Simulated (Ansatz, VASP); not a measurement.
## BeS in VASP and in Ansatz

The input INCAR:

```
SYSTEM = BeS
  PREC = Accurate
  ENCUT = 600
  EDIFF = 1E-6
  ISMEAR = -1
  SIGMA = 0.08
  LREAL = .False.
  LASPH = .True.
  NELM = 120
  ALGO = Normal
  ISIF = 2
  LWAVE = .False.
  LCHARG = .False.
  GGA = CA
  NBANDS = 11
  GGA_COMPAT = .False.
```

KPOINTS

```
Automatic mesh
0
Gamma
  17 17 17
  0 0 0
```

File POSCAR:

```
BeS
1.0
    0.0000000000      1.8079342081      1.8079342081
    1.8079342081      0.0000000000      1.8079342081
    1.8079342081      1.8079342081      0.0000000000
Be S
1 1
Direct
    0.0000000000      0.0000000000      0.0000000000
    0.5000000000      0.5000000000      0.5000000000
```

Input for Ansatz:

```yaml
crystal:
  lattice:
    - [0.0, 1.8079342081, 1.8079342081]
    - [1.8079342081, 0.0, 1.8079342081]
    - [1.8079342081, 1.8079342081, 0.0]
  atoms:
    - { symbol: Be, position: [0.0, 0.0, 0.0] }
    - { symbol: S, position: [0.5, 0.5, 0.5] }
kpoints:
  mp_grid: { grid: [17, 17, 17] }
scf:
  occupations: { method: fermi_dirac, width: 0.08 }
hamiltonian:
  xc: lda
  pseudopotentials: { kind: paw }
output:
  forces: true
  stress: true
  eigenvalues: true
  populations: true
```

Change from the starting cell: volume scaled by 0.5, PAW files.

Alike in both runs: task single point; functional LDA; k mesh 17 × 17 × 17; occupations fermi-dirac, width 0.08 eV; no spin polarisation.

|  | VASP | Ansatz |
| --- | --- | --- |
| version | VASP 6.6.1 | Ansatz 0.2.0 |
| potentials or method | VASP PAW LDA potentials, release 64 (Be, S) | PAW with Ansatz's default frozen-core files, scalar-relativistic |
| plane-wave cutoff (eV) | 600 | 420 |
| valence electrons in the cell | 8 | 8 |

Ansatz gave:

```
pressure (GPa) : 288.4
```

Task: Estimate VASP's values.

Result: Pressure (GPa): 288.0.

LDA's correlation is that of Perdew and Zunger in VASP and of Perdew and Wang (1992) in Ansatz. Both programs put the cell under a high pressure, so it lies far from rest at this level.

Noted on VASP's run: the cell as given lies far from equilibrium.
